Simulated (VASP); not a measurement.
# SiC (P6/mmm) in VASP: further runs

The runs below take SiC through single point, with PBE.

All numbers are computed with VASP 6.6.1; they aren't measurements. Logs are shortened: lines on timing, memory, paths and dates and some standing lists are left out, and cuts for length are marked.

## (1) The cell of the first run

The structure is hexagonal, space group P6/mmm (No. 191). The conventional cell has a = 3.924 Å, b = 3.924 Å, c = 3.456 Å, α = 90.00°, β = 90.00°, γ = 120.00°. Within 2.3 Å of Si (site symmetry -6m2) lie 2 C at 1.73 Å and 3 Si at 2.27 Å. C (site symmetry -6m2) has 2 Si at 1.73 Å and 3 C at 2.27 Å within 2.3 Å.

## (2) Single point, PBE

Contents of INCAR:

```
SYSTEM = SiC
ALGO = Normal
EDIFF = 1E-6
ENCUT = 520
GGA = PE
ISIF = 2
ISMEAR = 0
LASPH = .TRUE.
LCHARG = .FALSE.
LREAL = .FALSE.
LWAVE = .FALSE.
NBANDS = 16
NELM = 80
PREC = Accurate
SIGMA = 0.1
```

Contents of KPOINTS:

```
k-points
0
G
  6 6 6
  0 0 0
```

Contents of POSCAR:

```
SiC
1.0
    3.9236989100      0.0000000000      0.0000000000
   -1.9618494600      3.3980229400      0.0000000000
    0.0000000000      0.0000000000      3.4563668200
Si C
2 2
Direct
    0.3333333300      0.6666666700      0.5000000000
    0.6666666700      0.3333333300      0.5000000000
    0.3333333300      0.6666666700      0.0000000000
    0.6666666700      0.3333333300      0.0000000000
```

Potentials or basis: VASP PAW PBE potentials, release 64 (Si, C).

Launch:

```console
$ cat potpaw_PBE.64/Si/POTCAR potpaw_PBE.64/C/POTCAR > POTCAR
$ mpirun -np 1 vasp_std > vasp.out
```

OUTCAR:

```text
SYSTEM = SiC
   EDIFF = 1E-6
   ENCUT = 520
   GGA = PE
   ISIF = 2
   ISMEAR = 0
   LASPH = .TRUE.
   LREAL = .FALSE.
   NELM = 80
   PREC = Accurate

 ion  position               nearest neighbor table
   1  0.333  0.667  0.500-   3 1.73   3 1.73   2 2.27   2 2.27   2 2.27
   2  0.667  0.333  0.500-   4 1.73   4 1.73   1 2.27   1 2.27   1 2.27
   3  0.333  0.667  0.000-   1 1.73   1 1.73
   4  0.667  0.333  0.000-   2 1.73   2 1.73

  LATTYP: Found a hexagonal cell.
 ALAT       =     3.9236989100
 C/A-ratio  =     0.8808950175

  Lattice vectors:

 A1 = (   3.9236989100,   0.0000000000,   0.0000000000)
 A2 = (  -1.9618494600,   3.3980229400,   0.0000000000)
 A3 = (   0.0000000000,   0.0000000000,   3.4563668200)

Analysis of symmetry for initial positions (statically):
=====================================================================
 Subroutine PRICEL returns:
 Original cell was already a primitive cell.

 Routine SETGRP: Setting up the symmetry group for a
 hexagonal supercell.

 Subroutine GETGRP returns: Found 24 space group operations
 (whereof 24 operations were pure point group operations)
 out of a pool of 24 trial point group operations.

The static configuration has the point symmetry D_6h.

Analysis of symmetry for dynamics (positions and initial velocities):
=====================================================================
 Subroutine PRICEL returns:
 Original cell was already a primitive cell.

 Routine SETGRP: Setting up the symmetry group for a
 hexagonal supercell.

 Subroutine GETGRP returns: Found 24 space group operations
 (whereof 24 operations were pure point group operations)
 out of a pool of 24 trial point group operations.

The dynamic configuration has the point symmetry D_6h.

 Subroutine INISYM returns: Found 24 space group operations
 (whereof 24 operations are pure point group operations),
 and found     1 'primitive' translations

----------------------------------------------------------------------------------------

                                     Primitive cell

  volume of cell :      46.0831

  direct lattice vectors                    reciprocal lattice vectors
     3.923698910  0.000000000  0.000000000     0.254861554  0.147144387  0.000000000
[... 84 lines left out ...]
   ISPIN  =      1    spin polarized calculation?
   LNONCOLLINEAR =      F non collinear calculations
   LSORBIT =      F    spin-orbit coupling
   LASPH  =      T    aspherical Exc in radial PAW
   ENCUT  =  520.0 eV  38.22 Ry    6.18 a.u.   7.30  7.30  6.43*2*pi/ulx,y,z
   NELM   =     80;   NELMIN=  2; NELMDL= -5     # of ELM steps
   EDIFF  = 0.1E-05   stopping-criterion for ELM
   LREAL  =      F    real-space projection
   EDIFFG = 0.1E-04   stopping-criterion for IOM
   NSW    =      0    number of steps for IOM
   IBRION =     -1    ionic relax: 0-MD 1-quasi-New 2-CG
   NFREE  =      0    steps in history (QN), initial steepest desc. (CG)
   ISIF   =      2    stress and relaxation
   ISYM   =      2    0-nonsym 1-usesym 2-fastsym
   POTIM  = 0.5000    time-step for ionic-motion
   TEBEG  =    0.0;   TEEND  =   0.0 temperature during run
   PSTRESS=    0.0 pullay stress
   NELECT =      16.0000    total number of electrons
   NUPDOWN=      -1.0000    fix difference up-down
   EMIN   =  10.00;   EMAX   =-10.00  energy-range for DOS
   EFERMI =   0.00;   METHOD = LEGACY
   ISMEAR =     0;   SIGMA  =   0.10  broadening in eV -4-tet -1-fermi 0-gaus
   EFERMI_NEDOS =   21; number of points for ismear=-14 and -15
   IALGO  =     38    algorithm
   IMIX   =      4    mixing-type and parameters
     AMIX     =   0.40;   BMIX     =  1.00
     AMIX_MAG =   1.60;   BMIX_MAG =  1.00
  volume/ion in A,a.u.               =      11.52        77.75
  Fermi-wavevector in a.u.,A,eV,Ry     =   1.150626  2.174368 18.013303  1.323940
  Thomas-Fermi vector in A             =   2.287289
   LORBIT       =      0    0 simple, 1 ext, 2 COOP (PROOUT), +10 PAW based schemes
   GGA     = PE    functional components
   LHFCALC =     F    Hartree Fock is set to
   AEXX    =    0.0000 exact exchange contribution
   IVDW    =     0    specifies the selected vdW correction
   LEPSILON=     F    determine dielectric tensor
   LRPA    =     F    only Hartree local field effects (RPA)
 non-spin polarized calculation
 Gauss-broadening in eV      SIGMA  =   0.10
  energy-cutoff  :      520.00
  volume of cell :       46.08
 maximum number of plane-waves:      1260
 NGX is ok and might be reduce to    30
   NGX = 15   NGY = 15   NGZ = 13

 number of electron      16.0000000 magnetization

 Free energy of the ion-electron system (eV)
  ---------------------------------------------------
  ext. energy  EPLUGINS =         0.00000000
  ---------------------------------------------------
  free energy    TOTEN  =       -19.98624117 eV

  energy without entropy =      -19.96577064  energy(sigma->0) =      -19.97600591

 E-fermi :   7.6164     XC(G=0): -10.7848

 val. band max:        7.6056139495   @ k =   0.0000   0.0000   0.3333
 cond. band min:       7.6167575313   @ k =   0.3333   0.1667   0.3333
 fundamental gap:      0.0111435817
 Fermi energy:         7.6163626047

 k-point     1 :       0.0000    0.0000    0.0000
  band No.  band energies     occupation
      1      -8.8461      2.00000
      2      -1.8062      2.00000
      3       0.0359      2.00000
      4       1.8356      2.00000
      5       1.8356      2.00000
      6       3.0839      2.00000
[... 433 lines left out ...]
      3      -2.9905      2.00000
      4      -0.7286      2.00000
      5       2.9975      2.00000
      6       4.6452      2.00000
[... 8 lines left out ...]
     15      19.2633      0.00000
     16      20.0011      0.00000

 [... further k-points ...]
[... 5 lines left out ...]
  --------------------------------------------------------------------------------------
  -------------------------------------------------------------------------------------
  Total        7.2602065      7.2602065     23.5236046     -0.0000000     -0.0000000      0.0000000
  in kB      252.4165038    252.4165048    817.8480936     -0.0000004     -0.0000000      0.0000000
  external PRESSURE =     440.8937008 kB  Pullay stress =       0.0000000 kB

 VOLUME and BASIS-vectors are now :
 -----------------------------------------------------------------------------
  energy-cutoff  :      520.00
  volume of cell :       46.08
      direct lattice vectors                 reciprocal lattice vectors
     3.923698910  0.000000000  0.000000000     0.254861554  0.147144387  0.000000000
    -1.961849460  3.398022940  0.000000000     0.000000000  0.294288773  0.000000000
     0.000000000  0.000000000  3.456366820     0.000000000  0.000000000  0.289321143

 POSITION                                       TOTAL-FORCE (eV/Angst)
 -----------------------------------------------------------------------------------
     -0.00000      2.26535      1.72818        -0.000000      0.000000      0.000000
      1.96185      1.13267      1.72818         0.000000     -0.000000      0.000000
     -0.00000      2.26535      0.00000         0.000000      0.000000     -0.000000
      1.96185      1.13267      0.00000        -0.000000      0.000000      0.000000
 -----------------------------------------------------------------------------------
    total drift:                               -0.000000      0.000000     -0.000000

  FREE ENERGIE OF THE ION-ELECTRON SYSTEM (eV)
  ---------------------------------------------------
  free  energy   TOTEN  =       -19.9862411730 eV

  energy  without entropy=      -19.9657706433  energy(sigma->0) =      -19.97600591
```

OSZICAR:

```text
N       E                     dE             d eps       ncg     rms          rms(c)
DAV:   1     0.388379793627E+02    0.38838E+02   -0.70972E+03   896   0.892E+02
DAV:   2    -0.188221979301E+02   -0.57660E+02   -0.51402E+02  1216   0.160E+02
DAV:   3    -0.214094812635E+02   -0.25873E+01   -0.25551E+01  1144   0.318E+01
DAV:   4    -0.214363863072E+02   -0.26905E-01   -0.26893E-01  1192   0.385E+00
DAV:   5    -0.214367916926E+02   -0.40539E-03   -0.40535E-03  1184   0.447E-01    0.108E+01
DAV:   6    -0.202200694690E+02    0.12167E+01   -0.16448E+00  1048   0.815E+00    0.611E+00
DAV:   7    -0.200127020170E+02    0.20737E+00   -0.39801E-01  1192   0.380E+00    0.274E+00
DAV:   8    -0.199850365899E+02    0.27665E-01   -0.64776E-02  1152   0.146E+00    0.548E-01
DAV:   9    -0.199859593035E+02   -0.92271E-03   -0.46573E-03  1008   0.416E-01    0.129E-01
DAV:  10    -0.199861402045E+02   -0.18090E-03   -0.32324E-04  1112   0.116E-01    0.598E-02
DAV:  11    -0.199862305461E+02   -0.90342E-04   -0.80608E-05   960   0.524E-02    0.133E-02
DAV:  12    -0.199862412361E+02   -0.10690E-04   -0.12132E-05  1128   0.188E-02    0.520E-03
DAV:  13    -0.199862411730E+02    0.63047E-07   -0.81246E-07   976   0.520E-03
   1 F= -.19986241E+02 E0= -.19976006E+02  d E =-.204705E-01
```

stdout:

```text
POSCAR found type information on POSCAR SiC
 POSCAR found :  2 types and       4 ions
 scaLAPACK will be used
 LDA part: xc-table for (Slater+PW92), standard interpolation
 POSCAR, INCAR and KPOINTS ok, starting setup
 FFT: planning ... GRIDC
 FFT: planning ... GRID_SOFT
 FFT: planning ... GRID
 WAVECAR not read
 entering main loop
```

Run time: 9.8 s. Hardware: 1 thread of Intel Xeon 6975P-C (Granite Rapids), shared host; peak memory 0.15 GiB.

What came out:

```yaml
Free_energy: -19.9862 eV
Pressure: 44.1 GPa
Band_gap_on_the_k_mesh: zero (band 8 reaches 8.01 eV, above the bottom of band 9 at 6.58 eV)
```

## (3) Single point, PBE

This run uses another cell than the first one, of 13.76 Å³/atom, 1.195 times its volume.

Contents of INCAR:

```
SYSTEM = SiC
PREC     = Accurate       ! precision mode
ENCUT    = 520            ! plane-wave cutoff, eV
EDIFF    = 1E-6           ! SCF threshold, eV
ISMEAR   = 0              ! smearing method
SIGMA    = 0.1            ! smearing width, eV
LREAL    = .FALSE.        ! projectors in reciprocal space
LASPH    = .TRUE.         ! aspherical terms in the spheres
NELM     = 100            ! most SCF steps
ALGO     = Normal         ! electronic algorithm
ISIF     = 2              ! what is computed and relaxed
LWAVE    = .FALSE.        ! write WAVECAR
LCHARG   = .TRUE.         ! write CHGCAR
GGA      = PE             ! functional
LELF     = .TRUE.         ! ELF
LVHAR    = .TRUE.       
NBANDS   = 16             ! bands
```

Contents of KPOINTS:

```
Automatic mesh
0
G
  6 6 6
  0 0 0
```

Contents of POSCAR:

```
SiC
1.0
    3.9900754252      0.0000000029      0.0000000000
   -1.9950377152      3.4555066798      0.0000000000
    0.0000000000      0.0000000000      3.9931593104
Si C
2 2
Direct
    0.3333333333      0.6666666667      0.5000000000
    0.6666666667      0.3333333333      0.5000000000
    0.3333333333      0.6666666667      0.0000000000
    0.6666666667      0.3333333333      0.0000000000
```

Potentials or basis: VASP PAW PBE potentials, release 64 (Si, C).

Launch:

```console
$ cat potpaw_PBE.64/Si/POTCAR potpaw_PBE.64/C/POTCAR > POTCAR
$ mpirun -np 1 vasp_std > vasp.out
```

Run time: 10 s. Hardware: 1 thread of Intel Xeon 6975P-C (Granite Rapids), shared host; peak memory 0.16 GiB.

It converged, with:

```
Free energy            : -21.6176 eV
Pressure               : 0.0 GPa
Band gap on the k mesh : zero (band 8 reaches 6.48 eV, above the bottom of band 9 at 5.06 eV)
```

Stress tensor (GPa, compression positive):
```
-0.11  0.00  0.00
 0.00 -0.11  0.00
 0.00  0.00  0.17
```

Levels at points of the mesh, in eV from the Fermi level:
```csv
k point,band 5,band 6,band 7,band 8,band 9,band 10,band 11,band 12
"(0.00, 0.00, 0.00)",-4.00,-4.00,-1.98,0.43,0.43,1.69,1.69,5.25
"(0.50, 0.00, 0.00)",-4.55,-4.12,-3.84,-1.51,0.83,2.52,3.52,3.66
"(0.00, 0.00, 0.50)",-2.52,-2.52,-1.53,-1.53,0.55,1.77,1.77,2.94
"(0.50, 0.00, 0.50)",-3.40,-2.72,-1.50,-1.10,1.32,2.76,3.83,4.51
```
